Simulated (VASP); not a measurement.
# Al (P6_3/mmc) in VASP: a series of runs

The runs below take Al through single point, with PBEsol.

Everything below comes from runs of VASP 6.6.1. Logs are shortened: lines on timing, memory, paths and dates and some standing lists are left out, and cuts for length are marked.

## 1. The cell of the first run

It takes space group P6_3/mmc (No. 194, hexagonal). Conventional cell: a = 2.793 Å, b = 2.793 Å, c = 4.637 Å, α = 90.00°, β = 90.00°, γ = 120.00°. Al (site symmetry -6m2) has 12 Al at 2.79 to 2.82 Å within 3.7 Å.

## 2. Single point, PBEsol (strain -0.0200 x Voigt [1, 1, 0, 0, 0, 0])

File INCAR:

```
SYSTEM = Al
PREC     = Accurate       ! precision mode
ENCUT    = 520            ! plane-wave cutoff, eV
EDIFF    = 1E-7           ! SCF threshold, eV
ISMEAR   = 0              ! smearing method
SIGMA    = 0.15           ! smearing width, eV
LREAL    = .False.        ! projectors in reciprocal space
LASPH    = .True.         ! aspherical terms in the spheres
NELM     = 60             ! most SCF steps
ALGO     = Fast           ! electronic algorithm
ISIF     = 2              ! what is computed and relaxed
LWAVE    = .False.        ! write WAVECAR
LCHARG   = .False.        ! write CHGCAR
GGA      = PS             ! functional
NBANDS   = 10             ! bands
```

File KPOINTS:

```
Automatic mesh
0
Gamma
  24 24 14
  0 0 0
```

File POSCAR:

```
Al
1.0
    2.7930681093      0.0000000000      0.0000000000
   -1.3965340546      2.4188679372      0.0000000000
    0.0000000000      0.0000000000      4.6373174459
Al
2
Direct
    0.6666666667      0.3333333333      0.7500000000
    0.3333333333      0.6666666667      0.2500000000
```

Potentials or basis: VASP PAW PBE potentials, release 64 (Al).

Started as:

```console
$ cat potpaw_PBE.64/Al/POTCAR > POTCAR
$ mpirun -np 1 vasp_std > vasp.out
```

OUTCAR:

```text
SYSTEM = Al
   PREC = Accurate
   ENCUT = 520
   EDIFF = 1E-7
   ISMEAR = 0
   LREAL = .False.
   LASPH = .True.
   NELM = 60
   ISIF = 2
   GGA = PS

 ion  position               nearest neighbor table
   1  0.667  0.333  0.750-   2 2.82   2 2.82   2 2.82   2 2.82   2 2.82   2 2.82
   2  0.333  0.667  0.250-   1 2.82   1 2.82   1 2.82   1 2.82   1 2.82   1 2.82

  LATTYP: Found a hexagonal cell.
 ALAT       =     2.7930681093
 C/A-ratio  =     1.6602951537

  Lattice vectors:

 A1 = (   2.7930681093,   0.0000000000,   0.0000000000)
 A2 = (  -1.3965340546,   2.4188679372,   0.0000000000)
 A3 = (   0.0000000000,   0.0000000000,   4.6373174459)

Analysis of symmetry for initial positions (statically):
=====================================================================
 Subroutine PRICEL returns:
 Original cell was already a primitive cell.

 Routine SETGRP: Setting up the symmetry group for a
 hexagonal supercell.

 Subroutine GETGRP returns: Found 24 space group operations
 (whereof 12 operations were pure point group operations)
 out of a pool of 24 trial point group operations.

The static configuration has the point symmetry D_3d.
 The point group associated with its full space group is D_6h.

Analysis of symmetry for dynamics (positions and initial velocities):
=====================================================================
 Subroutine PRICEL returns:
 Original cell was already a primitive cell.

 Routine SETGRP: Setting up the symmetry group for a
 hexagonal supercell.

 Subroutine GETGRP returns: Found 24 space group operations
 (whereof 12 operations were pure point group operations)
 out of a pool of 24 trial point group operations.

The dynamic configuration has the point symmetry D_3d.
 The point group associated with its full space group is D_6h.

 Subroutine INISYM returns: Found 24 space group operations
 (whereof 12 operations are pure point group operations),
 and found     1 'primitive' translations

----------------------------------------------------------------------------------------

                                     Primitive cell

  volume of cell :      31.3300

  direct lattice vectors                    reciprocal lattice vectors
     2.793068109  0.000000000  0.000000000     0.358029221  0.206708267  0.000000000
    -1.396534055  2.418867937  0.000000000     0.000000000  0.413416534  0.000000000
     0.000000000  0.000000000  4.637317446     0.000000000  0.000000000  0.215641912

  length of vectors
     2.793068109  2.793068109  4.637317446     0.413416534  0.413416534  0.215641912

  position of ions in fractional coordinates (direct lattice)
[... 89 lines left out ...]
   PSTRESS=    0.0 pullay stress
   NELECT =       6.0000    total number of electrons
   NUPDOWN=      -1.0000    fix difference up-down
   EMIN   =  10.00;   EMAX   =-10.00  energy-range for DOS
   EFERMI =   0.00;   METHOD = LEGACY
   ISMEAR =     0;   SIGMA  =   0.15  broadening in eV -4-tet -1-fermi 0-gaus
   EFERMI_NEDOS =   21; number of points for ismear=-14 and -15
   IALGO  =     68    algorithm
   IMIX   =      4    mixing-type and parameters
     AMIX     =   0.40;   BMIX     =  1.00
     AMIX_MAG =   1.60;   BMIX_MAG =  1.00
  volume/ion in A,a.u.               =      15.67       105.71
  Fermi-wavevector in a.u.,A,eV,Ry     =   0.943637  1.783216 12.115325  0.890451
  Thomas-Fermi vector in A             =   2.071364
   LORBIT       =      0    0 simple, 1 ext, 2 COOP (PROOUT), +10 PAW based schemes
   GGA     = PS    functional components
   LHFCALC =     F    Hartree Fock is set to
   AEXX    =    0.0000 exact exchange contribution
   IVDW    =     0    specifies the selected vdW correction
   LEPSILON=     F    determine dielectric tensor
   LRPA    =     F    only Hartree local field effects (RPA)
 non-spin polarized calculation
 RMM-DIIS sequential band-by-band and
 Gauss-broadening in eV      SIGMA  =   0.15
  energy-cutoff  :      520.00
  volume of cell :       31.33
 maximum number of plane-waves:       859
 NGX is ok and might be reduce to    24
   NGX = 11   NGY = 11   NGZ = 17

 number of electron       6.0000000 magnetization

 Free energy of the ion-electron system (eV)
  ---------------------------------------------------
  ext. energy  EPLUGINS =         0.00000000
  ---------------------------------------------------
  free energy    TOTEN  =        -8.10916729 eV

  energy without entropy =       -8.10079300  energy(sigma->0) =       -8.10498014

 E-fermi :   8.4985     XC(G=0): -10.4488

 val. band max:        8.4843475425   @ k =   0.2500   0.2083   0.0714
 cond. band min:       8.4987842893   @ k =   0.3333   0.1667   0.3571
 fundamental gap:      0.0144367467
 Fermi energy:         8.4985492911

 k-point     1 :       0.0000    0.0000    0.0000
  band No.  band energies     occupation
      1      -2.9947      2.00000
      2       3.6092      2.00000
      3       3.8428      2.00000
      4      19.7709      0.00000
      5      19.7709      0.00000
      6      19.9685      0.00000
      7      19.9685      0.00000
      8      20.6267      0.00000
      9      22.9290      0.00000
     10      23.2650      0.00000
[... 287 lines left out ...]
 k-point    24 :       0.4583    0.0417    0.0000
  band No.  band energies     occupation
      1       2.7082      2.00000
      2       3.7074      2.00000
      3       8.9024      0.00014
      4       9.3816      0.00000
      5      10.1706      0.00000
      6      10.5074      0.00000
      7      13.8698      0.00000
      8      17.0988      0.00000
      9      19.6661      0.00000
     10      19.8362      0.00000

 [... further k-points ...]

------------------------ aborting loop because EDIFF is reached ----------------------------------------

  FORCE on cell =-STRESS in cart. coord.  units (eV):
  Direction    XX          YY          ZZ          XY          YZ          ZX
  --------------------------------------------------------------------------------------
  -------------------------------------------------------------------------------------
  Total        0.7205450      0.7205450      0.6770917      0.0000000     -0.0000000      0.0000000
  in kB       36.8477652     36.8477652     34.6256221      0.0000000     -0.0000000      0.0000000
  external PRESSURE =      36.1070509 kB  Pullay stress =       0.0000000 kB

 VOLUME and BASIS-vectors are now :
 -----------------------------------------------------------------------------
  energy-cutoff  :      520.00
  volume of cell :       31.33
      direct lattice vectors                 reciprocal lattice vectors
     2.793068109  0.000000000  0.000000000     0.358029221  0.206708267  0.000000000
    -1.396534055  2.418867937  0.000000000     0.000000000  0.413416534  0.000000000
     0.000000000  0.000000000  4.637317446     0.000000000  0.000000000  0.215641912

 POSITION                                       TOTAL-FORCE (eV/Angst)
 -----------------------------------------------------------------------------------
      1.39653      0.80629      3.47799         0.000000     -0.000000      0.000000
     -0.00000      1.61258      1.15933        -0.000000      0.000000      0.000000
 -----------------------------------------------------------------------------------
    total drift:                               -0.000000      0.000000     -0.000000

  FREE ENERGIE OF THE ION-ELECTRON SYSTEM (eV)
  ---------------------------------------------------
  free  energy   TOTEN  =        -8.1091672896 eV

  energy  without entropy=       -8.1007930000  energy(sigma->0) =       -8.10498014
```

It took 78 s on 1 thread of Intel Xeon Platinum 8375C at 2.90GHz (Ice Lake), shared host; peak memory 0.24 GiB.

What came out:

| Item | Value |
| --- | --- |
| Free energy | -8.1092 eV |
| Pressure | 3.6 GPa |
| Band gap on the k mesh | zero (band 3 reaches 12.60 eV, above the bottom of band 4 at 5.26 eV) |

Caveat: the cell differs from its parent crystal (strain -0.0200 x Voigt [1, 1, 0, 0, 0, 0]); the PAW data sets were made with another functional, which shifts forces and pressure a little.

## 3. Single point, PBEsol (strain -0.0150 x Voigt [1, 1, 0, 0, 0, 0])

File INCAR:

```
ALGO = Fast
EDIFF = 1E-6
ENCUT = 520
GGA = PS
ISIF = 2
ISMEAR = 0
LASPH = True
LCHARG = False
LREAL = False
LWAVE = False
NBANDS = 10
NELM = 100
PREC = Accurate
SIGMA = 0.15
```

File KPOINTS:

```
k-points
0
Gamma
  24 24 14
```

File POSCAR:

```
Al
1.0
    2.8073184568      0.0000000000      0.0000000000
   -1.4036592284      2.4312091001      0.0000000000
    0.0000000000      0.0000000000      4.6373174459
Al
2
Direct
    0.6666666667      0.3333333333      0.7500000000
    0.3333333333      0.6666666667      0.2500000000
```

Potentials or basis: VASP PAW PBE potentials, release 64 (Al).

Started as:

```console
$ cat potpaw_PBE.64/Al/POTCAR > POTCAR
$ mpirun -np 1 vasp_std > vasp.out
```

Run time: 69 s. Hardware: 1 thread of Intel Xeon Platinum 8375C at 2.90GHz (Ice Lake), shared host; peak memory 0.24 GiB.

The run converged. Its results:

* Free energy: -8.1154 eV
* Pressure: 2.7 GPa
* Band gap on the k mesh: zero (band 3 reaches 12.53 eV, above the bottom of band 4 at 5.15 eV)

Stress tensor (GPa, compression positive):
```
2.56 0.00 0.00
0.00 2.56 0.00
0.00 0.00 2.85
```

Levels at points of the mesh, in eV from the Fermi level:
```csv
k point,band 1,band 2,band 3,band 4,band 5,band 6
"(0.00, 0.00, 0.00)",-11.42,-4.82,-4.58,11.10,11.10,11.34
"(0.50, 0.00, 0.00)",-5.38,-5.26,0.60,1.11,1.42,1.79
"(0.00, 0.00, 0.50)",-9.71,-9.71,3.31,3.31,12.21,12.21
"(0.50, 0.00, 0.50)",-4.03,-4.03,-3.24,-3.24,7.38,7.38
```

Caveat: the cell differs from its parent crystal (strain -0.0150 x Voigt [1, 1, 0, 0, 0, 0]); the PAW data sets were made with another functional, which shifts forces and pressure a little.
